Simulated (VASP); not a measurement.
Runs of VASP 6.6.1 on In. The structure is that of space group P6_3/mmc (No. 194), or close to it. The cells are those of the table. 

```csv
cell,gap on the mesh (eV),pressure (GPa)
"a = 3.139, b = 3.139, c = 6.221 Å, angles 90.0, 90.0, 120.0°, 2 atoms",none,(a)
"a = 3.429, b = 3.429, c = 5.211 Å, angles 90.0, 90.0, 120.0°, 2 atoms",none,0.0
"a = 3.231, b = 3.231, c = 5.871 Å, angles 90.0, 90.0, 120.0°, 2 atoms",none,0.2
"a = 3.521, b = 3.521, c = 4.943 Å, angles 90.0, 90.0, 120.0°, 2 atoms",none,0.7
```

Alike in all rows: task single point; level r2SCAN; potentials or basis VASP PAW PBE potentials, release 64 (In_d); no spin polarisation; k mesh 18 × 18 × 10; cutoff (eV) 520; smearing gaussian 0.15 eV.

Task: Fill in the values left out.

Result: (a) 1.3.

Caveats: the PAW data sets were made with another functional, which shifts forces and pressure a little; spin-orbit coupling is left out, which moves the levels of the heavy elements.

A k mesh can miss the band edges, and the runs leave out spin-orbit coupling on In.

A gap of «none» marks levels without a gap at the run's occupations.
